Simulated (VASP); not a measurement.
# Al3Cl (R-3m) in VASP: a series of runs

Runs on Al3Cl. Level: PBE. Tasks: single point, relaxation of cell and atoms.

All numbers are computed with VASP 6.6.1; they aren't measurements. Logs are shortened: lines on timing, memory, paths and dates and some standing lists are left out, and cuts for length are marked.

## Step 1: The cell of the first run

It takes space group R-3m (No. 166, trigonal). The conventional cell has a = 6.104 Å, b = 6.104 Å, c = 7.584 Å, α = 90.00°, β = 90.00°, γ = 120.00°. Al (site symmetry 2/m) has 8 Al at 3.05 to 3.08 Å and 4 Cl at 3.05 to 3.08 Å within 4.0 Å. Within 4.0 Å of Cl (site symmetry -3m) lie 12 Al at 3.05 to 3.08 Å.

The cell was generated, and may not be a known phase.

## Step 2: Single point, PBE

Contents of INCAR:

```
SYSTEM = Al3Cl
  PREC = Accurate
  ENCUT = 520
  EDIFF = 1E-7
  ISMEAR = 0
  SIGMA = 0.1
  LREAL = .False.
  LASPH = .True.
  NELM = 60
  ALGO = Normal
  ISIF = 2
  LWAVE = .False.
  LCHARG = .True.
  GGA = PE
  LELF = .True.
  LVHAR = .True.
  NBANDS = 16
```

Contents of KPOINTS:

```
regular mesh
0
Gamma
  6 6 6
  0 0 0
```

Contents of POSCAR:

```
Al3Cl
1.0
    3.0519878873      1.7620660283      2.5281657958
   -3.0519878873      1.7620660283      2.5281657958
    0.0000000000     -3.5241320565      2.5281657958
Al Cl
3 1
Direct
    0.5000000000      0.5000000000      0.0000000000
    0.0000000000      0.5000000000      0.5000000000
    0.5000000000      0.0000000000      0.5000000000
    0.0000000000      0.0000000000      0.0000000000
```

Potentials or basis: VASP PAW PBE potentials, release 64 (Al, Cl).

The run is started by

```bash
$ cat potpaw_PBE.64/Al/POTCAR potpaw_PBE.64/Cl/POTCAR > POTCAR
$ mpirun -np 1 vasp_std > vasp.out
```

OUTCAR:

```text
SYSTEM = Al3Cl
   PREC = Accurate
   ENCUT = 520
   EDIFF = 1E-7
   ISMEAR = 0
   LREAL = .False.
   LASPH = .True.
   NELM = 60
   ISIF = 2
   GGA = PE

 ion  position               nearest neighbor table
   1  0.500  0.500  0.000-   2 3.05   3 3.05   3 3.05   2 3.05   2 3.08   3 3.08   3 3.08   2 3.08

   2  0.000  0.500  0.500-   1 3.05   1 3.05   3 3.05   3 3.05   1 3.08   1 3.08   3 3.08   3 3.08

   3  0.500  0.000  0.500-   1 3.05   1 3.05   2 3.05   2 3.05   1 3.08   1 3.08   2 3.08   2 3.08

   4  0.000  0.000  0.000-

  LATTYP: Found a trigonal (rhomboedric) cell.
 ALAT       =     4.3371798491
 COS(alpha) =     0.0096681552

  Lattice vectors:

 A1 = (   3.0519878873,   1.7620660283,   2.5281657958)
 A2 = (  -3.0519878873,   1.7620660283,   2.5281657958)
 A3 = (   0.0000000000,  -3.5241320565,   2.5281657958)

Analysis of symmetry for initial positions (statically):
=====================================================================
 Subroutine PRICEL returns:
 Original cell was already a primitive cell.

 Routine SETGRP: Setting up the symmetry group for a
 trigonal (rhombohedral) supercell.

 Subroutine GETGRP returns: Found 12 space group operations
 (whereof 12 operations were pure point group operations)
 out of a pool of 12 trial point group operations.

The static configuration has the point symmetry D_3d.

Analysis of symmetry for dynamics (positions and initial velocities):
=====================================================================
 Subroutine PRICEL returns:
 Original cell was already a primitive cell.

 Routine SETGRP: Setting up the symmetry group for a
 trigonal (rhombohedral) supercell.

 Subroutine GETGRP returns: Found 12 space group operations
 (whereof 12 operations were pure point group operations)
 out of a pool of 12 trial point group operations.

The dynamic configuration has the point symmetry D_3d.

 Subroutine INISYM returns: Found 12 space group operations
 (whereof 12 operations are pure point group operations),
 and found     1 'primitive' translations

----------------------------------------------------------------------------------------

                                     Primitive cell

  volume of cell :      81.5759

  direct lattice vectors                    reciprocal lattice vectors
     3.051987887  1.762066028  2.528165796     0.163827649  0.094585937  0.131847893
    -3.051987887  1.762066028  2.528165796    -0.163827649  0.094585937  0.131847893
[... 91 lines left out ...]
   EDIFFG = 0.1E-05   stopping-criterion for IOM
   NSW    =      0    number of steps for IOM
   IBRION =     -1    ionic relax: 0-MD 1-quasi-New 2-CG
   NFREE  =      0    steps in history (QN), initial steepest desc. (CG)
   ISIF   =      2    stress and relaxation
   ISYM   =      2    0-nonsym 1-usesym 2-fastsym
   POTIM  = 0.5000    time-step for ionic-motion
   TEBEG  =    0.0;   TEEND  =   0.0 temperature during run
   PSTRESS=    0.0 pullay stress
   NELECT =      16.0000    total number of electrons
   NUPDOWN=      -1.0000    fix difference up-down
   EMIN   =  10.00;   EMAX   =-10.00  energy-range for DOS
   EFERMI =   0.00;   METHOD = LEGACY
   ISMEAR =     0;   SIGMA  =   0.10  broadening in eV -4-tet -1-fermi 0-gaus
   EFERMI_NEDOS =   21; number of points for ismear=-14 and -15
   IALGO  =     38    algorithm
   IMIX   =      4    mixing-type and parameters
     AMIX     =   0.40;   BMIX     =  1.00
     AMIX_MAG =   1.60;   BMIX_MAG =  1.00
  volume/ion in A,a.u.               =      20.39       137.63
  Fermi-wavevector in a.u.,A,eV,Ry     =   0.951176  1.797462 12.309678  0.904736
  Thomas-Fermi vector in A             =   2.079622
   LORBIT       =      0    0 simple, 1 ext, 2 COOP (PROOUT), +10 PAW based schemes
   GGA     = PE    functional components
   LHFCALC =     F    Hartree Fock is set to
   AEXX    =    0.0000 exact exchange contribution
   IVDW    =     0    specifies the selected vdW correction
   LEPSILON=     F    determine dielectric tensor
   LRPA    =     F    only Hartree local field effects (RPA)
 non-spin polarized calculation
 Gauss-broadening in eV      SIGMA  =   0.10
  energy-cutoff  :      520.00
  volume of cell :       81.58
 maximum number of plane-waves:      2236
   NGX = 17   NGY = 17   NGZ = 17

 number of electron      16.0000004 magnetization

 Free energy of the ion-electron system (eV)
  ---------------------------------------------------
  ext. energy  EPLUGINS =         0.00000000
  ---------------------------------------------------
  free energy    TOTEN  =       -12.02136463 eV

  energy without entropy =      -12.00928422  energy(sigma->0) =      -12.01532442

 E-fermi :   5.8864     XC(G=0):  -9.5082

 val. band max:        5.8811331432   @ k =  -0.1667   0.5000   0.1667
 cond. band min:       5.9003821887   @ k =  -0.1667   0.1667   0.0000
 fundamental gap:      0.0192490455
 Fermi energy:         5.8863658652

 k-point     1 :       0.0000    0.0000    0.0000
  band No.  band energies     occupation
      1     -10.8047      2.00000
      2      -1.7573      2.00000
      3       0.5222      2.00000
      4       0.5222      2.00000
      5       0.5760      2.00000
      6       4.4029      2.00000
[... 433 lines left out ...]
      3      -0.8002      2.00000
      4       0.5255      2.00000
      5       1.1251      2.00000
      6       3.3579      2.00000
[... 8 lines left out ...]
     15      12.4869      0.00000
     16      13.2728      0.00000

 [... further k-points ...]

------------------------ aborting loop because EDIFF is reached ----------------------------------------

  FORCE on cell =-STRESS in cart. coord.  units (eV):
  Direction    XX          YY          ZZ          XY          YZ          ZX
  --------------------------------------------------------------------------------------
  -------------------------------------------------------------------------------------
  Total        0.0954745      0.0954745     -0.1312262      0.0000000     -0.0000000      0.0000000
  in kB        1.8751503      1.8751503     -2.5773259      0.0000000     -0.0000000      0.0000000
  external PRESSURE =       0.3909915 kB  Pullay stress =       0.0000000 kB

 VOLUME and BASIS-vectors are now :
 -----------------------------------------------------------------------------
  energy-cutoff  :      520.00
  volume of cell :       81.58
      direct lattice vectors                 reciprocal lattice vectors
     3.051987887  1.762066028  2.528165796     0.163827649  0.094585937  0.131847893
    -3.051987887  1.762066028  2.528165796    -0.163827649  0.094585937  0.131847893
     0.000000000 -3.524132057  2.528165796     0.000000000 -0.189171874  0.131847893

 POSITION                                       TOTAL-FORCE (eV/Angst)
 -----------------------------------------------------------------------------------
      0.00000      1.76207      2.52817        -0.000000     -0.000000      0.000000
     -1.52599     -0.88103      2.52817         0.000000     -0.000000     -0.000000
      1.52599     -0.88103      2.52817         0.000000      0.000000      0.000000
      0.00000      0.00000      0.00000        -0.000000      0.000000     -0.000000
 -----------------------------------------------------------------------------------
    total drift:                               -0.000000      0.000000      0.000000

  FREE ENERGIE OF THE ION-ELECTRON SYSTEM (eV)
  ---------------------------------------------------
  free  energy   TOTEN  =       -12.0213646287 eV

  energy  without entropy=      -12.0092842185  energy(sigma->0) =      -12.01532442
```

It took 36 s on 1 thread of Intel Xeon 8259CL, shared host; peak memory 0.19 GiB.

What came out:

- Free energy: -12.0214 eV
- Pressure: 0.0 GPa
- Band gap on the k mesh: zero (bands 8 and 9 overlap by 0.81 eV)

Levels at points of the mesh, in eV from the Fermi level:
```tsv
k point	band 4	band 5	band 6	band 7	band 8	band 9	band 10	band 11	band 12	band 13
(0.00, 0.00, 0.00)	-5.36	-5.31	-1.48	-1.48	0.32	0.51	0.51	3.85	4.80	4.80
(0.50, 0.00, 0.00)	-4.99	-4.95	-3.14	-0.45	-0.39	0.10	0.77	3.08	3.24	3.40
(0.50, 0.50, 0.00)	-5.74	-4.77	-1.63	-1.55	-1.45	1.36	1.41	1.49	2.25	4.39
(0.50, 0.50, 0.50)	-6.19	-4.11	-3.95	-3.95	-3.65	1.59	1.74	1.74	6.41	9.30
```

## Step 3: Single point, PBE

This run uses another cell than the first one, of 20.44 Å³/atom.

Contents of INCAR:

```
PREC = Accurate
ENCUT = 520
EDIFF = 1E-7
ISMEAR = 0
SIGMA = 0.1
LREAL = False
LASPH = True
NELM = 100
ALGO = Normal
ISIF = 2
LWAVE = False
LCHARG = False
GGA = PE
NBANDS = 16
```

Contents of KPOINTS:

```
regular mesh
0
Gamma
  12 12 12
```

Contents of POSCAR:

```
Al3Cl
1.0
    3.0688770866      1.7718170121      2.5062892201
   -3.0688770866      1.7718170121      2.5062892201
    0.0000000000     -3.5436340241      2.5062892201
Al Cl
3 1
Direct
    0.5000000000      0.5000000000      0.0000000000
    0.0000000000      0.5000000000      0.5000000000
    0.5000000000      0.0000000000      0.5000000000
    0.0000000000      0.0000000000      0.0000000000
```

Potentials or basis: VASP PAW PBE potentials, release 64 (Al, Cl).

The run is started by

```bash
$ cat potpaw_PBE.64/Al/POTCAR potpaw_PBE.64/Cl/POTCAR > POTCAR
$ mpirun -np 1 vasp_std > vasp.out
```

OUTCAR:

```text
PREC = Accurate
   ENCUT = 520
   EDIFF = 1E-7
   ISMEAR = 0
   LREAL = False
   LASPH = True
   NELM = 100
   ISIF = 2
   GGA = PE

 ion  position               nearest neighbor table
   1  0.500  0.500  0.000-   2 3.07   3 3.07   3 3.07   2 3.07   2 3.07   3 3.07   3 3.07   2 3.07

   2  0.000  0.500  0.500-   3 3.07   3 3.07   1 3.07   1 3.07   1 3.07   1 3.07   3 3.07   3 3.07

   3  0.500  0.000  0.500-   2 3.07   2 3.07   1 3.07   1 3.07   1 3.07   1 3.07   2 3.07   2 3.07

[... 658 lines left out ...]
  Direction    XX          YY          ZZ          XY          YZ          ZX
  --------------------------------------------------------------------------------------
  -------------------------------------------------------------------------------------
  Total        0.0080161      0.0080161      0.0051421      0.0000000      0.0000000      0.0000000
  in kB        0.1570695      0.1570695      0.1007562      0.0000000      0.0000000      0.0000000
  external PRESSURE =       0.1382984 kB  Pullay stress =       0.0000000 kB

 VOLUME and BASIS-vectors are now :
 -----------------------------------------------------------------------------
  energy-cutoff  :      520.00
  volume of cell :       81.77
      direct lattice vectors                 reciprocal lattice vectors
     3.068877087  1.771817012  2.506289220     0.162926043  0.094065395  0.132998750
    -3.068877087  1.771817012  2.506289220    -0.162926043  0.094065395  0.132998750
     0.000000000 -3.543634024  2.506289220     0.000000000 -0.188130790  0.132998750

 POSITION                                       TOTAL-FORCE (eV/Angst)
 -----------------------------------------------------------------------------------
      0.00000      1.77182      2.50629        -0.000000     -0.000000     -0.000000
     -1.53444     -0.88591      2.50629         0.000000      0.000000     -0.000000
      1.53444     -0.88591      2.50629         0.000000     -0.000000      0.000000
      0.00000      0.00000      0.00000        -0.000000      0.000000     -0.000000
 -----------------------------------------------------------------------------------
    total drift:                               -0.000000      0.000000      0.000000

  FREE ENERGIE OF THE ION-ELECTRON SYSTEM (eV)
  ---------------------------------------------------
  free  energy   TOTEN  =       -12.0491635753 eV

  energy  without entropy=      -12.0390468010  energy(sigma->0) =      -12.04410519
```

Run time: 2.9 min. Hardware: 1 thread of Intel Xeon 8259CL, shared host; peak memory 0.33 GiB.

Results:

| Property | Result |
| --- | --- |
| Free energy | -12.0492 eV |
| Pressure | 0.0 GPa |
| Band gap on the k mesh | zero (bands 8 and 9 overlap by 0.93 eV) |

## Step 4: Relaxation of cell and atoms, PBE

Contents of INCAR:

```
PREC = Accurate
ENCUT = 600
EDIFF = 1E-6
ISMEAR = 0
SIGMA = 0.1
LREAL = F
LASPH = T
NELM = 100
ALGO = Normal
ISIF = 3
LWAVE = F
LCHARG = F
GGA = PE
IBRION = 2
NSW = 100
EDIFFG = -0.01
```

KPOINTS is that of step 3.

Contents of POSCAR:

```
Al3Cl
1.0
    3.0519878873      1.7620660283      2.5281657958
   -3.0519878873      1.7620660283      2.5281657958
    0.0000000000     -3.5241320565      2.5281657958
Al Cl
3 1
Direct
    0.5000000000      0.5000000000      0.0000000000
    0.0000000000      0.5000000000      0.5000000000
    0.5000000000      0.0000000000      0.5000000000
    0.0000000000      0.0000000000      0.0000000000
```

The run is started by

```bash
$ cat potpaw_PBE.64/Al/POTCAR potpaw_PBE.64/Cl/POTCAR > POTCAR
$ mpirun -np 1 vasp_std > vasp.out
```

It took 10 min on 1 thread of Intel Xeon 8259CL, shared host; peak memory 0.36 GiB.

The run converged. Its results:

| Quantity | Value |
| --- | --- |
| Free energy | -12.0494 eV |
| Relaxed volume | 20.47 Å³/atom |
| Relaxed cell | a = 4.342 Å, b = 4.342 Å, c = 4.342 Å, α = 89.91°, β = 89.91°, γ = 89.91° |
| Space group after relaxing (to 0.1 Å) | Pm-3m (No. 221) |
| Energy gained by relaxing | 0.2 meV/atom |
| Ionic steps | 5 |
| Pressure after relaxing | 0.0 GPa |
| Band gap on the k mesh | zero (bands 8 and 9 overlap by 0.91 eV) |

Step by step:
| step | energy change (eV) | largest force (eV/Å) | pressure (GPa) | volume (Å³) |
| --- | --- | --- | --- | --- |
| 1 | 0.0000 | 0.0000 | 0.13 | 81.58 |
| 2 | -0.0004 | 0.0000 | 0.03 | 81.78 |
| 3 | -0.0006 | 0.0000 | -0.12 | 82.10 |
| 4 | -0.0009 | 0.0000 | -0.06 | 81.98 |
| 5 | -0.0010 | 0.0000 | -0.02 | 81.87 |

Final structure:
```
CELL_PARAMETERS angstrom
3.06801 1.77132 2.51099
-3.06801 1.77132 2.51099
0.00000 -3.54264 2.51099
ATOMIC_POSITIONS crystal
Al 0.50000 0.50000 0.00000
Al 0.00000 0.50000 0.50000
Al 0.50000 0.00000 0.50000
Cl 0.00000 0.00000 0.00000
```

Levels at points of the mesh, in eV from the Fermi level:
| k point | band 6 | band 7 | band 8 | band 9 | band 10 | band 11 |
| --- | --- | --- | --- | --- | --- | --- |
| (0.00, 0.00, 0.00) | -1.55 | -1.55 | 0.36 | 0.39 | 0.39 | 3.79 |
| (0.50, 0.00, 0.00) | -3.20 | -0.48 | -0.47 | 0.02 | 0.71 | 3.08 |
| (0.50, 0.50, 0.00) | -1.67 | -1.65 | -1.51 | 1.31 | 1.38 | 1.39 |
| (0.50, 0.50, 0.50) | -4.05 | -4.05 | -3.69 | 1.60 | 1.62 | 1.62 |

## Step 5: Summary

| task | cell | k mesh | cutoff (eV) | gap on the mesh (eV) | pressure (GPa) |
| --- | --- | --- | --- | --- | --- |
| single point | a = 4.337 Å, angles 89.4°, 4 atoms | 6 × 6 × 6 | 520 | none | 0.0 |
| single point | a = 4.340 Å, 4 atoms | 12 × 12 × 12 | 520 | none | 0.0 |
| relaxation of cell and atoms | relaxed from a = 4.337 Å, angles 89.4°, 4 atoms | 12 × 12 × 12 | 600 | none | 0.0 |

Alike in all rows: level PBE; potentials or basis VASP PAW PBE potentials, release 64 (Al, Cl); no spin polarisation; smearing gaussian 0.1 eV.

Absolute energies hang on the potentials; compare differences alone.
